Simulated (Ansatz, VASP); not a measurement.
Two plane-wave programs on Cs

File INCAR:

```
SYSTEM = Cs
PREC = Accurate
ENCUT = 520
EDIFF = 1E-7
ISMEAR = 0
SIGMA = 0.1
LREAL = .False.
LASPH = .True.
NELM = 80
ALGO = Normal
ISIF = 2
LWAVE = .False.
LCHARG = .True.
GGA = PS
LELF = .True.
LVHAR = .True.
NBANDS = 10
```

KPOINTS

```
Automatic mesh
0
Gamma
  10 10 10
  0 0 0
```

File POSCAR:

```
Cs
1.0
   -3.1430977500      3.1430977500      3.1430977500
    3.1430977500     -3.1430977500      3.1430977500
    3.1430977500      3.1430977500     -3.1430977500
Cs
1
Direct
    0.0000000000      0.0000000000      0.0000000000
```

Input for Ansatz:

```yaml
crystal:
  lattice:
    - [-3.14309775, 3.14309775, 3.14309775]
    - [3.14309775, -3.14309775, 3.14309775]
    - [3.14309775, 3.14309775, -3.14309775]
  atoms:
    - { symbol: Cs, position: [0.0, 0.0, 0.0] }
basis:
  ecutwfc: 420
kpoints:
  mp_grid: { grid: [10, 10, 10] }
hamiltonian:
  xc: pbesol
scf:
  occupations: { method: gaussian, width: 0.1 }
output:
  forces: true
  stress: true
  eigenvalues: true
  populations: true
  write_density: true
  write_potential: true
  elf: true
  volumetric_format: npy
```

Alike in both runs: task single point; functional PBEsol; k mesh 10 × 10 × 10; occupations gaussian, width 0.1 eV; no spin polarisation.

```csv
,VASP,Ansatz
version,VASP 6.6.1,Ansatz 0.2.0
potentials or method,"VASP PAW PBE potentials, release 64 (Cs_sv), cutoff 520 eV","scalar-relativistic, plane waves, PAW"
valence electrons in the cell,9,9
```

|  | VASP | Ansatz | Ansatz less VASP |
| --- | --- | --- | --- |
| gap on the k mesh at the Fermi level (eV) | none | none | - |
| pressure (GPa) | -0.2 | -0.2 | +0.01 |

VASP's potentials were made for PBE, not for PBEsol. A gap of «none» marks a metal or a gap that the smearing closes.

Spin-orbit coupling is off throughout.
